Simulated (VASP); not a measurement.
# Mg (Pm-3m) in VASP: relaxation of cell and atoms with PBE

Aim: the relaxation of cell and atoms of Mg with PBE.

All numbers are computed with VASP 6.6.1; they aren't measurements. Logs are shortened: lines on timing, memory, paths and dates and some standing lists are left out, and cuts for length are marked.

## Step 1: The cell of the first run

Symmetry: Pm-3m, No. 221, cubic system. Conventional cell: a = 2.915 Å, b = 2.915 Å, c = 2.915 Å, α = 90.00°, β = 90.00°, γ = 90.00°. Within 3.8 Å of Mg (site symmetry m-3m) lie 6 Mg at 2.92 Å.

This isn't the form of Mg at room conditions, which is hcp.

## Step 2: Relaxation of cell and atoms, PBE

INCAR reads:

```
ALGO = Normal ; EDIFF = 1E-6
EDIFFG = -0.005 ; ENCUT = 600
GGA = PE ; IBRION = 2
ISIF = 3 ; ISMEAR = -1
LASPH = T ; LCHARG = F
LREAL = F ; LWAVE = F
NELM = 60 ; NSW = 60
PREC = Accurate ; SIGMA = 0.1
```

KPOINTS reads:

```
k-points
0
Gamma
  13 13 13
```

POSCAR reads:

```
Mg
1.0
    2.9150576304      0.0000000000      0.0000000000
    0.0000000000      2.9150576304      0.0000000000
    0.0000000000      0.0000000000      2.9150576304
Mg
1
Direct
    0.0000000000      0.0000000000      0.0000000000
```

Potentials or basis: VASP PAW PBE potentials, release 64 (Mg).

Started as:

```
$ cat potpaw_PBE.64/Mg/POTCAR > POTCAR
$ mpirun -np 1 vasp_std > vasp.out
```

OUTCAR:

```text
EDIFF = 1E-6
   EDIFFG = -0.005
   ENCUT = 600
   GGA = PE
   IBRION = 2
   ISIF = 3
   ISMEAR = -1
   LASPH = T
   LREAL = F
   NELM = 60
   NSW = 60
   PREC = Accurate

 ion  position               nearest neighbor table
   1  0.000  0.000  0.000-

  LATTYP: Found a simple cubic cell.
 ALAT       =     2.9150576304

  Lattice vectors:

 A1 = (   2.9150576304,   0.0000000000,   0.0000000000)
 A2 = (   0.0000000000,   2.9150576304,   0.0000000000)
 A3 = (   0.0000000000,   0.0000000000,   2.9150576304)

Analysis of symmetry for initial positions (statically):
=====================================================================
 Subroutine PRICEL returns:
 Original cell was already a primitive cell.

 Routine SETGRP: Setting up the symmetry group for a
 simple cubic supercell.

 Subroutine GETGRP returns: Found 48 space group operations
 (whereof 48 operations were pure point group operations)
 out of a pool of 48 trial point group operations.

The static configuration has the point symmetry O_h .

Analysis of symmetry for dynamics (positions and initial velocities):
=====================================================================
 Subroutine PRICEL returns:
 Original cell was already a primitive cell.

 Routine SETGRP: Setting up the symmetry group for a
 simple cubic supercell.

 Subroutine GETGRP returns: Found 48 space group operations
 (whereof 48 operations were pure point group operations)
 out of a pool of 48 trial point group operations.

The dynamic configuration has the point symmetry O_h .

 Subroutine INISYM returns: Found 48 space group operations
 (whereof 48 operations are pure point group operations),
 and found     1 'primitive' translations

----------------------------------------------------------------------------------------

                                     Primitive cell

  volume of cell :      24.7709

  direct lattice vectors                    reciprocal lattice vectors
     2.915057630  0.000000000  0.000000000     0.343046391  0.000000000  0.000000000
     0.000000000  2.915057630  0.000000000     0.000000000  0.343046391  0.000000000
     0.000000000  0.000000000  2.915057630     0.000000000  0.000000000  0.343046391

  length of vectors
     2.915057630  2.915057630  2.915057630     0.343046391  0.343046391  0.343046391

  position of ions in fractional coordinates (direct lattice)
     0.000000000  0.000000000  0.000000000

  ion indices of the primitive-cell ions
   primitive index   ion index
                 1           1

----------------------------------------------------------------------------------------

 KPOINTS: k-points

Automatic generation of k-mesh.
 Grid dimensions read from file:
 generate k-points for:   13   13   13

 Generating k-lattice:

  Cartesian coordinates                     Fractional coordinates (reciprocal lattice)
     0.026388184  0.000000000  0.000000000     0.076923077  0.000000000  0.000000000
     0.000000000  0.026388184  0.000000000     0.000000000  0.076923077  0.000000000
     0.000000000  0.000000000  0.026388184     0.000000000  0.000000000  0.076923077

  Length of vectors
     0.026388184  0.026388184  0.026388184

  Shift w.r.t. Gamma in fractional coordinates (k-lattice)
     0.000000000  0.000000000  0.000000000

 Subroutine IBZKPT returns following result:
 ===========================================

 Found     84 irreducible k-points:

 Following reciprocal coordinates:
            Coordinates               Weight
  0.000000  0.000000  0.000000      1.000000
  0.076923  0.000000  0.000000      6.000000
  0.153846  0.000000  0.000000      6.000000
  0.230769  0.000000  0.000000      6.000000
  0.307692  0.000000  0.000000      6.000000
  0.384615  0.000000  0.000000      6.000000
[... 16 lines left out ...]
  0.307692  0.307692  0.000000     12.000000
  0.384615  0.307692  0.000000     24.000000
 [... further k-points ...]
   k-points           NKPTS =     84   k-points in BZ     NKDIM =     84   number of bands    NBANDS=      5
   number of dos      NEDOS =    301   number of ions     NIONS =      1
   total plane-waves  NPLWV =  13824
   dimension x,y,z NGX =    24 NGY =   24 NGZ =   24
   dimension x,y,z NGXF=    48 NGYF=   48 NGZF=   48
   ions per type =               1
   NGX,Y,Z   is equivalent  to a cutoff of  13.69, 13.69, 13.69 a.u.
   NGXF,Y,Z  is equivalent  to a cutoff of  27.37, 27.37, 27.37 a.u.
 SYSTEM =  unknown system
   PREC   = accura    normal or accurate (medium, high low for compatibility)
   ISTART =      0    job   : 0-new  1-cont  2-samecut
   ICHARG =      2    charge: 1-file 2-atom 10-const
   ISPIN  =      1    spin polarized calculation?
   LNONCOLLINEAR =      F non collinear calculations
   LSORBIT =      F    spin-orbit coupling
   LASPH  =      T    aspherical Exc in radial PAW
   ENCUT  =  600.0 eV  44.10 Ry    6.64 a.u.   5.82  5.82  5.82*2*pi/ulx,y,z
   NELM   =     60;   NELMIN=  2; NELMDL= -5     # of ELM steps
   EDIFF  = 0.1E-05   stopping-criterion for ELM
   LREAL  =      F    real-space projection
   EDIFFG = -.5E-02   stopping-criterion for IOM
   NSW    =     60    number of steps for IOM
   IBRION =      2    ionic relax: 0-MD 1-quasi-New 2-CG
   NFREE  =      1    steps in history (QN), initial steepest desc. (CG)
   ISIF   =      3    stress and relaxation
   ISYM   =      2    0-nonsym 1-usesym 2-fastsym
   POTIM  = 0.5000    time-step for ionic-motion
   TEBEG  =    0.0;   TEEND  =   0.0 temperature during run
   PSTRESS=    0.0 pullay stress
   NELECT =       2.0000    total number of electrons
   NUPDOWN=      -1.0000    fix difference up-down
   EMIN   =  10.00;   EMAX   =-10.00  energy-range for DOS
   EFERMI =   0.00;   METHOD = LEGACY
   ISMEAR =    -1;   SIGMA  =   0.10  broadening in eV -4-tet -1-fermi 0-gaus
   EFERMI_NEDOS =   21; number of points for ismear=-14 and -15
   IALGO  =     38    algorithm
   IMIX   =      4    mixing-type and parameters
     AMIX     =   0.40;   BMIX     =  1.00
     AMIX_MAG =   1.60;   BMIX_MAG =  1.00
  volume/ion in A,a.u.               =      24.77       167.16
  Fermi-wavevector in a.u.,A,eV,Ry     =   0.707573  1.337118  6.811879  0.500659
  Thomas-Fermi vector in A             =   1.793657
   LORBIT       =      0    0 simple, 1 ext, 2 COOP (PROOUT), +10 PAW based schemes
   GGA     = PE    functional components
   LHFCALC =     F    Hartree Fock is set to
   AEXX    =    0.0000 exact exchange contribution
   IVDW    =     0    specifies the selected vdW correction
   LEPSILON=     F    determine dielectric tensor
   LRPA    =     F    only Hartree local field effects (RPA)
 conjugate gradient relaxation of ions
 non-spin polarized calculation
  energy-cutoff  :      600.00
  volume of cell :       24.77
 maximum number of plane-waves:       845
 NGX is ok and might be reduce to    24
   NGX = 11   NGY = 11   NGZ = 11

--------------------------------------- Ionic step        1  -------------------------------------------

 number of electron       2.0000000 magnetization

 Free energy of the ion-electron system (eV)
  ---------------------------------------------------
  ext. energy  EPLUGINS =         0.00000000
  ---------------------------------------------------
  free energy    TOTEN  =        -1.10663021 eV

  energy without entropy =       -1.08939849  energy(sigma->0) =       -1.09801435

------------------------ aborting loop because EDIFF is reached ----------------------------------------

  FORCE on cell =-STRESS in cart. coord.  units (eV):
  Direction    XX          YY          ZZ          XY          YZ          ZX
  --------------------------------------------------------------------------------------
  -------------------------------------------------------------------------------------
  Total        0.4643407      0.4643407      0.4643407     -0.0000000     -0.0000000      0.0000000
  in kB       30.0334960     30.0334960     30.0334960     -0.0000000     -0.0000000      0.0000000
  external PRESSURE =      30.0334960 kB  Pullay stress =       0.0000000 kB

 VOLUME and BASIS-vectors are now :
 -----------------------------------------------------------------------------
  energy-cutoff  :      600.00
  volume of cell :       24.77
      direct lattice vectors                 reciprocal lattice vectors
     2.915057630  0.000000000  0.000000000     0.343046391  0.000000000  0.000000000
     0.000000000  2.915057630  0.000000000     0.000000000  0.343046391  0.000000000
     0.000000000  0.000000000  2.915057630     0.000000000  0.000000000  0.343046391
[... 71 lines left out ...]
 POSITION                                       TOTAL-FORCE (eV/Angst)
 -----------------------------------------------------------------------------------
      0.00000      0.00000      0.00000        -0.000000     -0.000000      0.000000
 -----------------------------------------------------------------------------------
    total drift:                                0.000000      0.000000      0.000000

  FREE ENERGIE OF THE ION-ELECTRON SYSTEM (eV)
  ---------------------------------------------------
  free  energy   TOTEN  =        -1.1305050775 eV

  energy  without entropy=       -1.1125171707  energy(sigma->0) =       -1.12151112

--------------------------------------- Ionic step        4  -------------------------------------------

 number of electron       2.0000000 magnetization

 Free energy of the ion-electron system (eV)
  ---------------------------------------------------
  ext. energy  EPLUGINS =         0.00000000
  ---------------------------------------------------
  free energy    TOTEN  =        -1.13063184 eV

  energy without entropy =       -1.11268678  energy(sigma->0) =       -1.12165931

 E-fermi :   1.6902     XC(G=0):  -7.9046

 val. band max:        1.6822005836   @ k =   0.3846   0.0769   0.0000
 cond. band min:       1.7511790063   @ k =   0.3846   0.3846   0.3077
 fundamental gap:      0.0689784227
 Fermi energy:         1.6901953893

 k-point     1 :       0.0000    0.0000    0.0000
  band No.  band energies     occupation
      1      -4.4808      2.00000
      2       9.7916      0.00000
      3       9.7916      0.00000
      4      11.1509      0.00000
      5      11.1509      0.00000

 k-point     2 :       0.0769    0.0000    0.0000
  band No.  band energies     occupation
      1      -4.3835      2.00000
      2       8.4666      0.00000
      3       9.8772      0.00000
      4      11.2324      0.00000
      5      11.2324      0.00000

 k-point     3 :       0.1538    0.0000    0.0000
  band No.  band energies     occupation
      1      -4.0922      2.00000
      2       6.6216      0.00000
      3      10.1309      0.00000
      4      11.4773      0.00000
      5      11.4773      0.00000
[... 153 lines left out ...]
 k-point    23 :       0.3077    0.3077    0.0000
  band No.  band energies     occupation
      1      -1.4095      2.00000
      2       4.0944      0.00000
      3       5.1926      0.00000
      4      10.4089      0.00000
      5      13.7472      0.00000

 k-point    24 :       0.3846    0.3077    0.0000
  band No.  band energies     occupation
      1      -0.5636      2.00000
      2       2.9881      0.00000
      3       5.5719      0.00000
      4       8.9912      0.00000
      5      14.4647      0.00000

 [... further k-points ...]

------------------------ aborting loop because EDIFF is reached ----------------------------------------

  FORCE on cell =-STRESS in cart. coord.  units (eV):
  Direction    XX          YY          ZZ          XY          YZ          ZX
  --------------------------------------------------------------------------------------
  -------------------------------------------------------------------------------------
  Total       -0.0023967     -0.0023967     -0.0023967     -0.0000000      0.0000000     -0.0000000
  in kB       -0.1392009     -0.1392009     -0.1392009     -0.0000000      0.0000000     -0.0000000
  external PRESSURE =      -0.1392009 kB  Pullay stress =       0.0000000 kB

 VOLUME and BASIS-vectors are now :
 -----------------------------------------------------------------------------
  energy-cutoff  :      600.00
  volume of cell :       27.59
      direct lattice vectors                 reciprocal lattice vectors
     3.021542238  0.000000000  0.000000000     0.330956816  0.000000000  0.000000000
    -0.000000000  3.021542238  0.000000000    -0.000000000  0.330956816  0.000000000
    -0.000000000 -0.000000000  3.021542238    -0.000000000 -0.000000000  0.330956816

 POSITION                                       TOTAL-FORCE (eV/Angst)
 -----------------------------------------------------------------------------------
      0.00000      0.00000      0.00000         0.000000      0.000000      0.000000
 -----------------------------------------------------------------------------------
    total drift:                               -0.000000      0.000000      0.000000

  FREE ENERGIE OF THE ION-ELECTRON SYSTEM (eV)
  ---------------------------------------------------
  free  energy   TOTEN  =        -1.1306318366 eV

  energy  without entropy=       -1.1126867756  energy(sigma->0) =       -1.12165931

 reached required accuracy - stopping structural energy minimisation
```

Wall time 32 s (1 thread of Intel Xeon 8259CL, shared host); peak memory 0.14 GiB.

What came out:

| Property | Result |
| --- | --- |
| Free energy | -1.1306 eV |
| Relaxed volume | 27.59 Å³/atom |
| Relaxed cell | a = 3.022 Å, b = 3.022 Å, c = 3.022 Å, α = 90.00°, β = 90.00°, γ = 90.00° |
| Space group after relaxing (to 0.1 Å) | Pm-3m (No. 221) |
| Energy gained by relaxing | 24.0 meV/atom |
| Ionic steps | 4 |
| Pressure after relaxing | 0.0 GPa |
| Band gap on the k mesh | zero (bands 1 and 2 overlap by 5.09 eV) |

Step by step:
```tsv
step	energy change (eV)	largest force (eV/Å)	pressure (GPa)	volume (Å³)
1	0.0000	0.0000	3.00	24.77
2	-0.0207	0.0000	1.01	26.47
3	-0.0239	0.0000	-0.18	27.79
4	-0.0240	0.0000	-0.01	27.59
```

Final structure:
```
Mg
1.0
     3.02154    0.00000    0.00000
     0.00000    3.02154    0.00000
     0.00000    0.00000    3.02154
Mg
1
Direct
  0.00000 0.00000 0.00000
```
